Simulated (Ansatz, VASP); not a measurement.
# Two plane-wave programs on Nb2C3

```
Nb C
1.0
     3.95743    0.00000    0.00000
     0.00000    3.95743    0.00000
     0.00000    0.00000    3.95743
Nb C
2 3
Direct
  0.50000 0.50000 0.50000
  0.00000 0.00000 0.00000
  0.50000 0.00000 0.00000
  0.00000 0.50000 0.00000
  0.00000 0.00000 0.50000
```

Alike in both runs: task single point; functional PBE; k mesh 4 × 4 × 4; occupations gaussian, width 0.1 eV; no spin polarisation.

|  | VASP | Ansatz |
| --- | --- | --- |
| version | VASP 6.6.1 | Ansatz 0.2.0 |
| potentials or method | VASP PAW PBE potentials, release 64 (Nb_sv, C), cutoff 520 eV | scalar-relativistic, plane waves, PAW |
| valence electrons in the cell | 38 | 38 |

|  | VASP | Ansatz | Ansatz less VASP |
| --- | --- | --- | --- |
| gap on the k mesh at the Fermi level (eV) | none | none | - |
| pressure (GPa) | 10.2 | 10.5 | +0.38 |

A gap of «none» marks a metal or a gap that the smearing closes.

The k mesh is coarse, so the values compare programs but aren't converged.
